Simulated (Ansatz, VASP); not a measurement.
**Be2ZnSe3 in VASP and in Ansatz**

POSCAR

```
Be2ZnSe3
1.0
   -1.8871845406      1.8871845406      8.1287059405
    1.8871845406     -1.8871845406      8.1287059405
    1.8871845406      1.8871845406     -8.1287059405
Be Zn Se
2 1 3
Direct
    0.8279989960      0.8279989960      0.0000000000
    0.1720010040      0.1720010040      0.0000000000
    0.5000000000      0.5000000000      0.0000000000
    0.4045472051      0.9045472051      0.5000000000
    0.0954527949      0.5954527949      0.5000000000
    0.7500000000      0.2500000000      0.5000000000
```

INCAR.step1

```
PREC = Accurate
ENCUT = 520
ISMEAR = 0
SIGMA = 0.02
LREAL = False
LASPH = True
NELM = 80
NBANDS = 26
GGA = PE
ALGO = Normal
EDIFF = 1E-4
LWAVE = True
LCHARG = False
```

Contents of INCAR.step2:

```
PREC = Accurate
ENCUT = 520
EDIFF = 1E-7
ISMEAR = 0
SIGMA = 0.02
LREAL = False
LASPH = True
NELM = 80
ALGO = Normal
ISIF = 2
LWAVE = False
LCHARG = False
METAGGA = R2SCAN
LMIXTAU = True
NBANDS = 26
ISTART = 1
```

Contents of KPOINTS:

```
Automatic mesh
0
Gamma
  8 8 8
```

Input for Ansatz:

```yaml
crystal:
  lattice:
    - [-1.8871845406, 1.8871845406, 8.1287059405]
    - [1.8871845406, -1.8871845406, 8.1287059405]
    - [1.8871845406, 1.8871845406, -8.1287059405]
  atoms:
    - { symbol: Be, position: [0.827998996, 0.827998996, 0.0] }
    - { symbol: Be, position: [0.172001004, 0.172001004, 0.0] }
    - { symbol: Zn, position: [0.5, 0.5, 0.0] }
    - { symbol: Se, position: [0.4045472051, 0.9045472051, 0.5] }
    - { symbol: Se, position: [0.0954527949, 0.5954527949, 0.5] }
    - { symbol: Se, position: [0.75, 0.25, 0.5] }
basis:
  ecutwfc: 500
kpoints:
  mp_grid: { grid: [8, 8, 8] }
  band_path:
    path:
      - [[0.0, 0.0, 0.0], [0.0, 0.0, 0.5], [0.25, 0.25, 0.25], [0.0, 0.5, 0.0], [0.0, 0.0, 0.0], [0.5, 0.5, -0.5], [0.26347491, 0.73652509, -0.26347491]]
      - [[-0.26347491, 0.26347491, 0.26347491], [0.0, 0.0, 0.0]]
      - [[0.0, 0.0, 0.5], [-0.02694982, 0.02694982, 0.5]]
      - [[0.5, 0.5, -0.02694982], [0.5, 0.5, -0.5]]
    npoints: 14
hamiltonian:
  xc: r2scan
scf:
  occupations: { method: gaussian, width: 0.02 }
  n_extra_bands: 15
output:
  forces: true
  stress: true
  eigenvalues: true
  populations: true
  dos: { projected: true, de: 0.02, nscf_kmesh: { grid: [12, 12, 12] } }
  bader: true
  write_density: true
  write_potential: true
  elf: true
  volumetric_format: npy
```

Alike in both runs: task single point; functional r2SCAN; k mesh 8 × 8 × 8; occupations gaussian, width 0.02 eV; no spin polarisation.

|  | VASP | Ansatz |
| --- | --- | --- |
| version | VASP 6.6.1 | Ansatz 0.2.0 |
| potentials or method | VASP PAW PBE potentials, release 64 (Be, Zn, Se), cutoff 520 eV | scalar-relativistic, plane waves, PAW |
| valence electrons in the cell | 34 | 64 |

```tsv
	VASP	Ansatz	Ansatz less VASP
gap on the k mesh at the Fermi level (eV)	3.11	3.11	+0.002
least direct gap on the mesh (eV)	3.24	3.24	-0.001
pressure (GPa)	-1.2	-1.3	-0.17
traceless stress, the component that is largest in VASP (GPa)	-0.14	-0.14	+0.007
rms of the force components (eV/Å)	0.056	0.056	-0.0003
```

VASP's potentials were made for PBE, not for r2SCAN. Atom by atom the forces differ by 0.000 eV/Å (rms over components). VASP's potentials hold 34 valence electrons a cell and Ansatz's 64, so a difference there can come from the potentials and not from the codes.
